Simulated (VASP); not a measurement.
# CaSe in VASP: single point with r2SCAN

Aim: the single point of CaSe with r2SCAN.

Everything below comes from runs of VASP 6.6.1. Logs are shortened: lines on timing, memory, paths and dates and some standing lists are left out, and cuts for length are marked.

**1. The cell of the first run**

The cell holds a disordered packing, 4 atoms: a = 5.194 Å, b = 4.331 Å, c = 5.254 Å, α = 103.41°, β = 88.70°, γ = 109.12°.

**2. Single point, r2SCAN**

POSCAR

```
CaSe
1.0
    5.0526060000     -1.0908150000      0.5116760000
   -0.4456640000      4.1516680000     -1.1506450000
   -0.3776240000      0.1405890000      5.2386250000
Ca Se
2 2
Direct
    0.2096940000      0.0734880000      0.7074440000
    0.0028890000      0.5978650000      0.1240400000
    0.6833440000      0.9796690000      0.4370110000
    0.4321540000      0.3282080000      0.2520120000
```

INCAR.step1

```
SYSTEM = CaSe
ALGO = Normal
EDIFF = 1E-4
ENCUT = 520
GGA = PE
ISMEAR = 0
LASPH = .True.
LCHARG = .False.
LREAL = .False.
LWAVE = .True.
NBANDS = 24
NELM = 60
PREC = Accurate
SIGMA = 0.0109
```

INCAR.step2

```
SYSTEM = CaSe
ALGO = Normal
EDIFF = 1E-6
ENCUT = 520
ISIF = 2
ISMEAR = 0
ISTART = 1
LASPH = .True.
LCHARG = .False.
LMIXTAU = .True.
LREAL = .False.
LWAVE = .False.
METAGGA = R2SCAN
NBANDS = 24
NELM = 60
PREC = Accurate
SIGMA = 0.0109
```

KPOINTS

```
Automatic mesh
0
Gamma
  4 5 4
  0.5 0 0
```

Potentials or basis: VASP PAW PBE potentials, release 64 (Ca_sv, Se).

The run is started by

```
cat potpaw_PBE.64/Ca_sv/POTCAR potpaw_PBE.64/Se/POTCAR > POTCAR
cp INCAR.step1 INCAR
mpirun -np 1 vasp_std > vasp.out
cp INCAR.step2 INCAR
mpirun -np 1 vasp_std > vasp.out
```

OUTCAR:

```text
SYSTEM = CaSe
   EDIFF = 1E-6
   ENCUT = 520
   ISIF = 2
   ISMEAR = 0
   ISTART = 1
   LASPH = .True.
   LREAL = .False.
   METAGGA = R2SCAN
   NELM = 60
   PREC = Accurate

 ion  position               nearest neighbor table
   1  0.210  0.073  0.707-   3 2.91   4 2.92   4 2.93   3 2.97
   2  0.003  0.598  0.124-   3 2.93   4 2.93
   3  0.683  0.980  0.437-   4 2.64   4 2.64   1 2.91   2 2.93   1 2.97
   4  0.432  0.328  0.252-   3 2.64   3 2.64   1 2.92   1 2.93   2 2.93

  LATTYP: Found a triclinic cell.
 ALAT       =     7.3039578663
 B/A-ratio  =     1.3498455494
 C/A-ratio  =     0.8193344306
 COS(alpha) =     0.0002890070
 COS(beta)  =     0.6652945553
 COS(gamma) =     0.7030753291

  Lattice vectors:

 A1 = (   5.4302300000,  -1.2314040000,  -4.7269490000)
 A2 = (   9.6595480000,   1.9700380000,  -0.1272930000)
 A3 = (   0.8232880000,  -4.2922570000,  -4.0879800000)

Analysis of symmetry for initial positions (statically):
=====================================================================
 Subroutine PRICEL returns:
 Original cell was already a primitive cell.

 Routine SETGRP: Setting up the symmetry group for a
 triclinic supercell.

 Subroutine GETGRP returns: Found  1 space group operations
 (whereof  1 operations were pure point group operations)
 out of a pool of  2 trial point group operations.

The static configuration has the point symmetry C_1 .

Analysis of symmetry for dynamics (positions and initial velocities):
=====================================================================
 Subroutine PRICEL returns:
 Original cell was already a primitive cell.

 Routine SETGRP: Setting up the symmetry group for a
 triclinic supercell.

 Subroutine GETGRP returns: Found  1 space group operations
 (whereof  1 operations were pure point group operations)
 out of a pool of  2 trial point group operations.

The dynamic configuration has the point symmetry C_1 .

 Subroutine INISYM returns: Found  1 space group operations
 (whereof  1 operations are pure point group operations),
 and found     1 'primitive' translations

----------------------------------------------------------------------------------------

                                     Primitive cell

  volume of cell :     108.4561

  direct lattice vectors                    reciprocal lattice vectors
     5.052606000 -1.090815000  0.511676000     0.202024580  0.025532704  0.013877633
    -0.445664000  4.151668000 -1.150645000     0.053351598  0.245831513 -0.002751555
    -0.377624000  0.140589000  5.238625000    -0.008014007  0.051502127  0.188929936

  length of vectors
     5.194277340  4.331160064  5.254099071     0.204103990  0.251569268  0.195987791

  position of ions in fractional coordinates (direct lattice)
     0.209694000  0.073488000  0.707444000
     0.002889000  0.597865000  0.124040000
     0.683344000  0.979669000  0.437011000
     0.432154000  0.328208000  0.252012000

  ion indices of the primitive-cell ions
   primitive index   ion index
                 1           1
                 2           2
                 3           3
                 4           4

----------------------------------------------------------------------------------------

 KPOINTS: Automatic mesh

Automatic generation of k-mesh.
 Grid dimensions read from file:
 generate k-points for:    4    5    4

 Generating k-lattice:

  Cartesian coordinates                     Fractional coordinates (reciprocal lattice)
     0.050506145  0.006383176  0.003469408     0.250000000 -0.000000000 -0.000000000
     0.010670320  0.049166303 -0.000550311    -0.000000000  0.200000000 -0.000000000
    -0.002003502  0.012875532  0.047232484     0.000000000  0.000000000  0.250000000

  Length of vectors
     0.051025997  0.050313854  0.048996948

  Shift w.r.t. Gamma in fractional coordinates (k-lattice)
     0.500000000  0.000000000  0.000000000

 Subroutine IBZKPT returns following result:
 ===========================================

 Found     40 irreducible k-points:

 Following reciprocal coordinates:
            Coordinates               Weight
  0.125000 -0.000000 -0.000000      2.000000
  0.375000  0.000000 -0.000000      2.000000
  0.125000  0.200000 -0.000000      2.000000
  0.375000  0.200000 -0.000000      2.000000
 -0.375000  0.200000  0.000000      2.000000
 -0.125000  0.200000  0.000000      2.000000
[... 16 lines left out ...]
  0.125000 -0.400000  0.250000      2.000000
  0.375000 -0.400000  0.250000      2.000000
 [... further k-points ...]
   k-points           NKPTS =     40   k-points in BZ     NKDIM =     40   number of bands    NBANDS=     24
   number of dos      NEDOS =    301   number of ions     NIONS =      4
   total plane-waves  NPLWV =  51200
   dimension x,y,z NGX =    40 NGY =   32 NGZ =   40
   dimension x,y,z NGXF=    80 NGYF=   64 NGZF=   80
   ions per type =               2   2
   NGX,Y,Z   is equivalent  to a cutoff of  12.80, 12.28, 12.66 a.u.
   NGXF,Y,Z  is equivalent  to a cutoff of  25.60, 24.57, 25.31 a.u.
 SYSTEM =  CaSe
   PREC   = accura    normal or accurate (medium, high low for compatibility)
   ISTART =      1    job   : 0-new  1-cont  2-samecut
   ICHARG =      0    charge: 1-file 2-atom 10-const
   ISPIN  =      1    spin polarized calculation?
   LNONCOLLINEAR =      F non collinear calculations
   LSORBIT =      F    spin-orbit coupling
   LASPH  =      T    aspherical Exc in radial PAW
   ENCUT  =  520.0 eV  38.22 Ry    6.18 a.u.   9.66  8.05  9.77*2*pi/ulx,y,z
   NELM   =     60;   NELMIN=  2; NELMDL=  0     # of ELM steps
   EDIFF  = 0.1E-05   stopping-criterion for ELM
   LREAL  =      F    real-space projection
   EDIFFG = 0.1E-04   stopping-criterion for IOM
   NSW    =      0    number of steps for IOM
   IBRION =     -1    ionic relax: 0-MD 1-quasi-New 2-CG
   NFREE  =      0    steps in history (QN), initial steepest desc. (CG)
   ISIF   =      2    stress and relaxation
   ISYM   =      2    0-nonsym 1-usesym 2-fastsym
   POTIM  = 0.5000    time-step for ionic-motion
   TEBEG  =    0.0;   TEEND  =   0.0 temperature during run
   PSTRESS=    0.0 pullay stress
   NELECT =      32.0000    total number of electrons
   NUPDOWN=      -1.0000    fix difference up-down
   EMIN   =  10.00;   EMAX   =-10.00  energy-range for DOS
   EFERMI =   0.00;   METHOD = LEGACY
   ISMEAR =     0;   SIGMA  =   0.01  broadening in eV -4-tet -1-fermi 0-gaus
   EFERMI_NEDOS =   21; number of points for ismear=-14 and -15
   IALGO  =     38    algorithm
   IMIX   =      4    mixing-type and parameters
     AMIX     =   0.40;   BMIX     =  1.00
     AMIX_MAG =   1.60;   BMIX_MAG =  1.00
  volume/ion in A,a.u.               =      27.11       182.97
  Fermi-wavevector in a.u.,A,eV,Ry     =   1.089867  2.059550 16.161136  1.187810
  Thomas-Fermi vector in A             =   2.226079
   LORBIT       =      0    0 simple, 1 ext, 2 COOP (PROOUT), +10 PAW based schemes
   METAGGA = R2SCAN    functional components
   LHFCALC =     F    Hartree Fock is set to
   AEXX    =    0.0000 exact exchange contribution
   IVDW    =     0    specifies the selected vdW correction
   LEPSILON=     F    determine dielectric tensor
   LRPA    =     F    only Hartree local field effects (RPA)
 non-spin polarized calculation
 Gauss-broadening in eV      SIGMA  =   0.01
  energy-cutoff  :      520.00
  volume of cell :      108.46
 maximum number of plane-waves:      2936
   NGX = 19   NGY = 17   NGZ = 19

 number of electron      31.9999999 magnetization

 Free energy of the ion-electron system (eV)
  ---------------------------------------------------
  ext. energy  EPLUGINS =         0.00000000
  ---------------------------------------------------
  free energy    TOTEN  =       -45.63130427 eV

  energy without entropy =      -45.63130427  energy(sigma->0) =      -45.63130427

 E-fermi :   3.8213     XC(G=0):  -9.3571

 val. band max:        3.7458019497   @ k =  -0.3750   0.4000   0.2500
 cond. band min:       3.8882846096   @ k =   0.1250  -0.0000  -0.0000
 fundamental gap:      0.1424826599
 Fermi energy:         3.8213398310

 k-point     1 :       0.1250   -0.0000   -0.0000
  band No.  band energies     occupation
      1     -39.6629      2.00000
      2     -39.5111      2.00000
      3     -20.0407      2.00000
      4     -19.8544      2.00000
      5     -19.7451      2.00000
      6     -19.7012      2.00000
[... 16 lines left out ...]
     23       7.8810      0.00000
     24       8.2320      0.00000

 k-point     2 :       0.3750    0.0000   -0.0000
  band No.  band energies     occupation
      1     -39.6626      2.00000
      2     -39.5113      2.00000
      3     -20.0376      2.00000
      4     -19.8545      2.00000
      5     -19.7594      2.00000
      6     -19.7039      2.00000
[... 16 lines left out ...]
     23       7.8311      0.00000
     24       7.8919      0.00000

 k-point     3 :       0.1250    0.2000   -0.0000
  band No.  band energies     occupation
      1     -39.6596      2.00000
      2     -39.5137      2.00000
      3     -20.0205      2.00000
      4     -19.8705      2.00000
      5     -19.7627      2.00000
      6     -19.7051      2.00000
[... 16 lines left out ...]
     23       7.9786      0.00000
     24       8.2202      0.00000

 k-point     4 :       0.3750    0.2000   -0.0000
  band No.  band energies     occupation
      1     -39.6594      2.00000
      2     -39.5137      2.00000
      3     -20.0190      2.00000
      4     -19.8717      2.00000
      5     -19.7722      2.00000
      6     -19.7062      2.00000
[... 16 lines left out ...]
     23       7.9113      0.00000
     24       8.2079      0.00000

 k-point     5 :      -0.3750    0.2000    0.0000
  band No.  band energies     occupation
      1     -39.6595      2.00000
      2     -39.5136      2.00000
      3     -20.0187      2.00000
      4     -19.8720      2.00000
      5     -19.7716      2.00000
      6     -19.6985      2.00000
[... 451 lines left out ...]
 k-point    22 :      -0.1250    0.4000    0.2500
  band No.  band energies     occupation
      1     -39.6528      2.00000
      2     -39.5191      2.00000
      3     -19.9965      2.00000
      4     -19.9087      2.00000
      5     -19.8038      2.00000
      6     -19.6849      2.00000
[... 16 lines left out ...]
     23       7.9486      0.00000
     24       8.2769      0.00000

 k-point    23 :       0.1250   -0.4000    0.2500
  band No.  band energies     occupation
      1     -39.6555      2.00000
      2     -39.5164      2.00000
      3     -20.0380      2.00000
      4     -19.9105      2.00000
      5     -19.7672      2.00000
      6     -19.6816      2.00000
[... 16 lines left out ...]
     23       7.9169      0.00000
     24       8.1080      0.00000

 k-point    24 :       0.3750   -0.4000    0.2500
  band No.  band energies     occupation
      1     -39.6553      2.00000
      2     -39.5164      2.00000
      3     -20.0375      2.00000
      4     -19.9079      2.00000
      5     -19.7739      2.00000
      6     -19.6782      2.00000
[... 16 lines left out ...]
     23       7.8887      0.00000
     24       8.1208      0.00000

 [... further k-points ...]
[... 5 lines left out ...]
  --------------------------------------------------------------------------------------
  -------------------------------------------------------------------------------------
  Total        1.2014470      9.6976888      2.6640204     -2.0334771     -1.6978655      0.6788298
  in kB       17.7484804    143.2599544     39.3544732    -30.0397180    -25.0818665     10.0280724
  external PRESSURE =      66.7876360 kB  Pullay stress =       0.0000000 kB

 VOLUME and BASIS-vectors are now :
 -----------------------------------------------------------------------------
  energy-cutoff  :      520.00
  volume of cell :      108.46
      direct lattice vectors                 reciprocal lattice vectors
     5.052606000 -1.090815000  0.511676000     0.202024580  0.025532704  0.013877633
    -0.445664000  4.151668000 -1.150645000     0.053351598  0.245831513 -0.002751555
    -0.377624000  0.140589000  5.238625000    -0.008014007  0.051502127  0.188929936

 POSITION                                       TOTAL-FORCE (eV/Angst)
 -----------------------------------------------------------------------------------
      0.75960      0.17582      3.72877         1.037427      0.150528     -0.794770
     -0.29869      2.49642     -0.03665        -1.171883     -0.209523      0.986816
      2.85104      3.38330      1.51174         2.882149      0.687085      2.622941
      1.94207      0.92664      1.16367        -2.747694     -0.628090     -2.814987
 -----------------------------------------------------------------------------------
    total drift:                               -0.000038      0.000059      0.000106

  FREE ENERGIE OF THE ION-ELECTRON SYSTEM (eV)
  ---------------------------------------------------
  free  energy   TOTEN  =       -45.6313042732 eV

  energy  without entropy=      -45.6313042732  energy(sigma->0) =      -45.63130427
```

Run time: 6.4 min. Hardware: 1 thread of Intel Xeon 8259CL, shared host; peak memory 0.29 GiB.

Results:

- Free energy: -45.6313 eV
- Pressure: 6.7 GPa
- Largest force: 3.984 eV/Å
- Band gap on the k mesh: 0.14 eV (least direct gap 0.39 eV)

Forces in eV/Å, atoms in the order of the input:
```
Ca   1.037  0.151 -0.795
Ca  -1.172 -0.210  0.987
Se   2.882  0.687  2.623
Se  -2.748 -0.628 -2.815
```

Stress tensor (GPa, compression positive):
```
 1.77 -3.00  1.00
-3.00 14.33 -2.51
 1.00 -2.51  3.94
```

Levels at points of the mesh, in eV from the valence-band top:
| k point | band 14 | band 15 | band 16 | band 17 | band 18 | band 19 |
| --- | --- | --- | --- | --- | --- | --- |
| (0.12, 0.00, 0.00) | -2.48 | -2.31 | -0.30 | 0.14 | 1.48 | 2.16 |

Caveat: the PAW data sets were made with another functional, which shifts forces and pressure a little.
